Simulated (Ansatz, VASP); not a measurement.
## One calculation of Ni, two programs

```
CELL_PARAMETERS angstrom
0.00000 1.65938 1.65938
1.65938 0.00000 1.65938
1.65938 1.65938 0.00000
ATOMIC_POSITIONS crystal
Ni 0.00000 0.00000 0.00000
```

Change from the starting cell: volume scaled by 0.88, PAW files.

Alike in both runs: task single point; functional PBEsol; k mesh 20 × 20 × 20; occupations fermi-dirac, width 0.05 eV; collinear spin.

```csv
,VASP,Ansatz
version,VASP 6.6.1,Ansatz 0.2.0
potentials or method,"VASP PAW PBE potentials, release 64 (Ni)","PAW with Ansatz's default frozen-core files, scalar-relativistic"
plane-wave cutoff (eV),520,420
valence electrons in the cell,10,18
```

|  | VASP | Ansatz | Ansatz less VASP |
| --- | --- | --- | --- |
| pressure (GPa) | 39.6 | 40.3 | +0.66 |
| net moment per atom (μB) | 0.60 | 0.61 | +0.009 |
| size of the moment on the site where the two differ most (μB) | 0.59 | 0.63 | +0.042 |

VASP's potentials were made for PBE, not for PBEsol. Site moments also hang on the region over which each program counts them. Both programs put the cell under a high pressure, so it lies far from rest at this level. The functional is the same, so the differences come from potentials, cutoffs and numerics. VASP's potentials hold 10 valence electrons a cell and Ansatz's 18, so a difference there can come from the potentials and not from the codes.
